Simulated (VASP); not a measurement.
Here is a VASP 6.6.1 calculation.

Contents of INCAR:

```
SYSTEM = BN
PREC = Accurate
ENCUT = 520
EDIFF = 1E-6
ISMEAR = 0
SIGMA = 0.01
LREAL = .FALSE.
LASPH = .TRUE.
NELM = 60
ALGO = Normal
ISIF = 2
LWAVE = .FALSE.
LCHARG = .TRUE.
GGA = PE
LELF = .TRUE.
LVHAR = .TRUE.
NBANDS = 11
```

KPOINTS

```
regular mesh
0
G
  6 6 6
  0 0 0
```

Contents of POSCAR:

```
BN
1.0
    0.0000000000      1.8048254650      1.7867772104
    1.8048254650      0.0000000000      1.7867772104
    1.8048254650      1.8048254650      0.0000000000
B N
1 1
Direct
    0.0000000000      0.0000000000      0.0000000000
    0.2500000000      0.2500000000      0.2500000000
```

Potentials or basis: VASP PAW PBE potentials, release 64 (B, N).

Run with:

```sh
$ cat potpaw_PBE.64/B/POTCAR potpaw_PBE.64/N/POTCAR > POTCAR
$ mpirun -np 1 vasp_std > vasp.out
```

Q: What does it give for the pressure?

A: 9.1 GPa.

Q: Estimate the band gap on the k mesh.

A: 4.29 eV, indirect (least direct gap 8.77 eV).

Stress tensor (GPa, compression positive):
```
 7.02  0.00  0.00
 0.00  7.02  0.00
 0.00  0.00 13.19
```

Caveat: the k points lie up to 0.50 Å⁻¹ apart; the cell differs from its parent crystal (uniaxial z strain -1.0%). A k mesh can miss the band edges.
